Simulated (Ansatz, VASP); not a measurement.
# Two plane-wave programs on Na

Contents of INCAR:

```
SYSTEM = Na
ALGO = Normal ; EDIFF = 1E-6
ENCUT = 520 ; ISIF = 2
ISMEAR = -1 ; LASPH = .True.
LCHARG = .False. ; LREAL = .False.
LWAVE = .False. ; NBANDS = 10
NELM = 80 ; PREC = Accurate
SIGMA = 0.05
```

KPOINTS

```
k-points
0
Gamma
  12 12 12
  0 0 0
```

File POSCAR:

```
Na
1.0
    2.8960003197      0.0000000000      0.0000000000
    0.0000000000      2.8960003197      0.0000000000
    0.0000000000      0.0000000000      2.8960003197
Na
1
Direct
    0.0000000000      0.0000000000      0.0000000000
```

Input for Ansatz:

```yaml
crystal:
  lattice:
    - [2.8960003197, 0.0, 0.0]
    - [0.0, 2.8960003197, 0.0]
    - [0.0, 0.0, 2.8960003197]
  atoms:
    - { symbol: Na, position: [0.0, 0.0, 0.0] }
kpoints:
  mp_grid: { grid: [12, 12, 12] }
scf:
  occupations: { method: fermi_dirac, width: 0.05 }
hamiltonian:
  xc: lda
  pseudopotentials: { kind: paw }
output:
  forces: true
  stress: true
  eigenvalues: true
  populations: true
  write_density: true
  write_potential: true
  elf: true
  volumetric_format: npy
```

Change from the starting cell: volume scaled by 0.68, PAW files.

Alike in both runs: task single point; functional LDA; k mesh 12 × 12 × 12; occupations fermi-dirac, width 0.05 eV; no spin polarisation.

|  | VASP | Ansatz |
| --- | --- | --- |
| version | VASP 6.6.1 | Ansatz 0.2.0 |
| potentials or method | VASP PAW LDA potentials, release 64 (Na_pv) | PAW with Ansatz's default frozen-core files, scalar-relativistic |
| plane-wave cutoff (eV) | 520 | 420 |
| valence electrons in the cell | 7 | 9 |

VASP gave:

- pressure (GPa): 5.7

Question: What did Ansatz give for the same quantities?

Answer: Pressure (GPa): 5.8.

LDA's correlation is that of Perdew and Zunger in VASP and of Perdew and Wang (1992) in Ansatz. VASP's potentials hold 7 valence electrons a cell and Ansatz's 9, so a difference there can come from the potentials and not from the codes.
